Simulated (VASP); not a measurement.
The system is MgS.

```
Mg S
1.0
     4.29554    0.00000    0.00000
    -2.14777    3.72005    0.00000
     0.00000    0.00000    5.28509
Mg S
2 2
Direct
  0.33333 0.66667 0.25000
  0.66667 0.33333 0.75000
  0.66667 0.33333 0.25000
  0.33333 0.66667 0.75000
```

Program: VASP 6.6.1. Alike in all runs: task single point; potentials or basis VASP PAW PBE potentials, release 64 (Mg, S); no spin polarisation; cell as given; cutoff (eV) 520; smearing gaussian 0.01 eV.

Problem. Order these runs on this cell by their band gap on the k mesh, lowest first.
A. level PBE; k mesh 6 × 6 × 4
B. level r2SCAN; k mesh 6 × 6 × 4
C. level PBEsol; k mesh 6 × 6 × 2

Solution. C (2.84 eV), A (3.00 eV), B (3.63 eV).

Caveats: some runs use coarse meshes.

A k mesh can miss the band edges.
